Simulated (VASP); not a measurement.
# Sb (I4/mmm) in VASP: notebook, part 2 of 2

VASP 6.6.1.

## Step 4: Electric field gradients, PBE (volume scaled by 0.99)

Input file INCAR:

```
SYSTEM = Sb
ALGO     = Normal         ! electronic algorithm
EDIFF    = 1E-8           ! SCF threshold, eV
ENCUT    = 520            ! plane-wave cutoff, eV
GGA      = PE             ! functional
ISIF     = 2              ! what is computed and relaxed
ISMEAR   = -1             ! smearing method
LASPH    = .TRUE.         ! aspherical terms in the spheres
LCHARG   = .FALSE.        ! write CHGCAR
LEFG     = .TRUE.       
LREAL    = .FALSE.        ! projectors in reciprocal space
LWAVE    = .FALSE.        ! write WAVECAR
NBANDS   = 8              ! bands
NELM     = 100            ! most SCF steps
PREC     = Accurate       ! precision mode
SIGMA    = 0.05           ! smearing width, eV
```

Input file KPOINTS:

```
k-points
0
G
  19 19 19
  0 0 0
```

Input file POSCAR:

```
Sb
1.0
   -1.4999665176      1.4999665176      2.4717056237
    1.4999665176     -1.4999665176      2.4717056237
    1.4999665176      1.4999665176     -2.4717056237
Sb
1
Direct
    0.0000000000      0.0000000000      0.0000000000
```

Potentials or basis: VASP PAW PBE potentials, release 64 (Sb).

Started as:

```bash
$ cat potpaw_PBE.64/Sb/POTCAR > POTCAR
$ mpirun -np 1 vasp_std > vasp.out
```

OUTCAR:

```text
SYSTEM = Sb
   EDIFF = 1E-8
   ENCUT = 520
   GGA = PE
   ISIF = 2
   ISMEAR = -1
   LASPH = .TRUE.
   LREAL = .FALSE.
   NELM = 100
   PREC = Accurate

 ion  position               nearest neighbor table
   1  0.000  0.000  0.000-

  LATTYP: Found a body centered tetragonal cell.
 ALAT       =     2.9999330352
 C/A-ratio  =     1.6478405316

  Lattice vectors:

 A1 = (  -1.4999665176,   1.4999665176,   2.4717056237)
 A2 = (   1.4999665176,  -1.4999665176,   2.4717056237)
 A3 = (   1.4999665176,   1.4999665176,  -2.4717056237)

Analysis of symmetry for initial positions (statically):
=====================================================================
 Subroutine PRICEL returns:
 Original cell was already a primitive cell.

 Routine SETGRP: Setting up the symmetry group for a
 body centered tetragonal supercell.

 Subroutine GETGRP returns: Found 16 space group operations
 (whereof 16 operations were pure point group operations)
 out of a pool of 16 trial point group operations.

The static configuration has the point symmetry D_4h.

Analysis of symmetry for dynamics (positions and initial velocities):
=====================================================================
 Subroutine PRICEL returns:
 Original cell was already a primitive cell.

 Routine SETGRP: Setting up the symmetry group for a
 body centered tetragonal supercell.

 Subroutine GETGRP returns: Found 16 space group operations
 (whereof 16 operations were pure point group operations)
 out of a pool of 16 trial point group operations.

The dynamic configuration has the point symmetry D_4h.

 Subroutine INISYM returns: Found 16 space group operations
 (whereof 16 operations are pure point group operations),
 and found     1 'primitive' translations

----------------------------------------------------------------------------------------

                                     Primitive cell

  volume of cell :      22.2444

  direct lattice vectors                    reciprocal lattice vectors
    -1.499966518  1.499966518  2.471705624     0.000000000  0.333340774  0.202289462
     1.499966518 -1.499966518  2.471705624     0.333340774  0.000000000  0.202289462
     1.499966518  1.499966518 -2.471705624     0.333340774  0.333340774  0.000000000

  length of vectors
     3.257165608  3.257165608  3.257165608     0.389919348  0.389919348  0.471415044

  position of ions in fractional coordinates (direct lattice)
     0.000000000  0.000000000  0.000000000

  ion indices of the primitive-cell ions
   primitive index   ion index
                 1           1

----------------------------------------------------------------------------------------

 KPOINTS: k-points

Automatic generation of k-mesh.
 Grid dimensions read from file:
 generate k-points for:   19   19   19

 Generating k-lattice:

  Cartesian coordinates                     Fractional coordinates (reciprocal lattice)
     0.000000000  0.017544251  0.010646814     0.052631579  0.000000000  0.000000000
[... 60 lines left out ...]
   LREAL  =      F    real-space projection
   EDIFFG = 0.1E-06   stopping-criterion for IOM
   NSW    =      0    number of steps for IOM
   IBRION =     -1    ionic relax: 0-MD 1-quasi-New 2-CG
   NFREE  =      0    steps in history (QN), initial steepest desc. (CG)
   ISIF   =      2    stress and relaxation
   ISYM   =      2    0-nonsym 1-usesym 2-fastsym
   POTIM  = 0.5000    time-step for ionic-motion
   TEBEG  =    0.0;   TEEND  =   0.0 temperature during run
   PSTRESS=    0.0 pullay stress
   NELECT =       5.0000    total number of electrons
   NUPDOWN=      -1.0000    fix difference up-down
   EMIN   =  10.00;   EMAX   =-10.00  energy-range for DOS
   EFERMI =   0.00;   METHOD = LEGACY
   ISMEAR =    -1;   SIGMA  =   0.05  broadening in eV -4-tet -1-fermi 0-gaus
   EFERMI_NEDOS =   21; number of points for ismear=-14 and -15
   IALGO  =     38    algorithm
   IMIX   =      4    mixing-type and parameters
     AMIX     =   0.40;   BMIX     =  1.00
     AMIX_MAG =   1.60;   BMIX_MAG =  1.00
  volume/ion in A,a.u.               =      22.24       150.11
  Fermi-wavevector in a.u.,A,eV,Ry     =   0.995386  1.881007 13.480562  0.990793
  Thomas-Fermi vector in A             =   2.127403
   LORBIT       =      0    0 simple, 1 ext, 2 COOP (PROOUT), +10 PAW based schemes
   GGA     = PE    functional components
   LHFCALC =     F    Hartree Fock is set to
   AEXX    =    0.0000 exact exchange contribution
   IVDW    =     0    specifies the selected vdW correction
   LEPSILON=     F    determine dielectric tensor
   LRPA    =     F    only Hartree local field effects (RPA)
 non-spin polarized calculation
  energy-cutoff  :      520.00
  volume of cell :       22.24
 maximum number of plane-waves:       630
   NGX = 13   NGY = 13   NGZ = 13

 number of electron       5.0000000 magnetization

 Free energy of the ion-electron system (eV)
  ---------------------------------------------------
  ext. energy  EPLUGINS =         0.00000000
  ---------------------------------------------------
  free energy    TOTEN  =        -3.55956656 eV

  energy without entropy =       -3.55530578  energy(sigma->0) =       -3.55743617

 E-fermi :  11.3058     XC(G=0): -11.0853

 val. band max:       11.3044199318   @ k =   0.4211   0.4211   0.0526
 cond. band min:      11.3156903272   @ k =  -0.3684  -0.3684   0.2105
 fundamental gap:      0.0112703954
 Fermi energy:        11.3057843215

 k-point     1 :       0.0000    0.0000    0.0000
  band No.  band energies     occupation
      1      -3.3578      2.00000
      2      17.8586      0.00000
      3      18.1147      0.00000
      4      18.1147      0.00000
      5      21.3961      0.00000
      6      21.6858      0.00000
      7      22.4294      0.00000
      8      22.4294      0.00000
[... 243 lines left out ...]
 k-point    24 :      -0.2632    0.0526    0.0000
  band No.  band energies     occupation
      1      -1.8236      2.00000
      2      10.6241      2.00000
      3      15.1758      0.00000
      4      17.4335      0.00000
      5      19.6395      0.00000
      6      21.6324      0.00000
      7      23.1780      0.00000
      8      23.8431      0.00000

 [... further k-points ...]
[... 5 lines left out ...]
  --------------------------------------------------------------------------------------
  -------------------------------------------------------------------------------------
  Total        2.9833236      2.9833236      2.6279053      0.0000000      0.0000000      0.0000000
  in kB      214.8775681    214.8775681    189.2781234      0.0000000      0.0000000      0.0000000
  external PRESSURE =     206.3444199 kB  Pullay stress =       0.0000000 kB

 VOLUME and BASIS-vectors are now :
 -----------------------------------------------------------------------------
  energy-cutoff  :      520.00
  volume of cell :       22.24
      direct lattice vectors                 reciprocal lattice vectors
    -1.499966518  1.499966518  2.471705624     0.000000000  0.333340774  0.202289462
     1.499966518 -1.499966518  2.471705624     0.333340774  0.000000000  0.202289462
     1.499966518  1.499966518 -2.471705624     0.333340774  0.333340774  0.000000000

 POSITION                                       TOTAL-FORCE (eV/Angst)
 -----------------------------------------------------------------------------------
      0.00000      0.00000      0.00000         0.000000      0.000000      0.000000
 -----------------------------------------------------------------------------------
    total drift:                                0.000000     -0.000000      0.000000

  FREE ENERGIE OF THE ION-ELECTRON SYSTEM (eV)
  ---------------------------------------------------
  free  energy   TOTEN  =        -3.5595665556 eV

  energy  without entropy=       -3.5553057812  energy(sigma->0) =       -3.55743617

 Electric field gradients (V/A^2)
---------------------------------------------------------------------
 ion       V_xx      V_yy      V_zz      V_xy      V_xz      V_yz
---------------------------------------------------------------------
   1     -19.406   -19.406    38.811    -0.000    -0.000    -0.000
---------------------------------------------------------------------

 Electric field gradients after diagonalization (V/A^2)
 (convention: |V_zz| > |V_xx| > |V_yy|)
----------------------------------------------------------------------
 ion       V_xx      V_yy      V_zz     asymmetry (V_yy - V_xx)/ V_zz
----------------------------------------------------------------------
   1     -19.406   -19.405    38.811       0.000
----------------------------------------------------------------------

           NMR quadrupolar parameters

 Cq : quadrupolar parameter    Cq=e*Q*V_zz/h
 eta: asymmetry parameters     (V_yy - V_xx)/ V_zz
 Q  : nuclear electric quadrupole moment in mb (millibarn)
----------------------------------------------------------------------
 ion       Cq(MHz)       eta       Q (mb)
----------------------------------------------------------------------
   1       0.094       0.000       1.000
----------------------------------------------------------------------
```

Run time: 31 s. Hardware: 1 thread of Intel Xeon 6975P-C (Granite Rapids), shared host; peak memory 0.21 GiB.

What came out:

```
Free energy : -3.5596 eV
Pressure    : 20.6 GPa
```

Electric field gradients, principal values (V/Å²):
```tsv
atom	least	middle	greatest (by size)
1 Sb	-19.405	-19.406	38.811
```

Caveat: without QUAD_EFG the Cq values of the log hold for a quadrupole moment of 1 mb, not for the nuclei; spin-orbit coupling is left out, which moves the levels of the heavy elements.

## Step 5: Summary

```tsv
cell	gap on the mesh (eV)	pressure (GPa)
a = 3.279 Å, angles 125.2, 125.2, 81.3°, 1 atom	none	17.9
a = 3.224 Å, angles 125.2, 125.2, 81.3°, 1 atom	none	25.4
a = 3.257 Å, angles 125.2, 125.2, 81.3°, 1 atom	none	20.6
```

Alike in all rows: task electric field gradients; level PBE; potentials or basis VASP PAW PBE potentials, release 64 (Sb); no spin polarisation; k mesh 19 × 19 × 19; cutoff (eV) 520; smearing fermi-dirac 0.05 eV.

Caveats: spin-orbit coupling is left out, which moves the levels of the heavy elements.

Absolute energies hang on the potentials; compare differences alone.
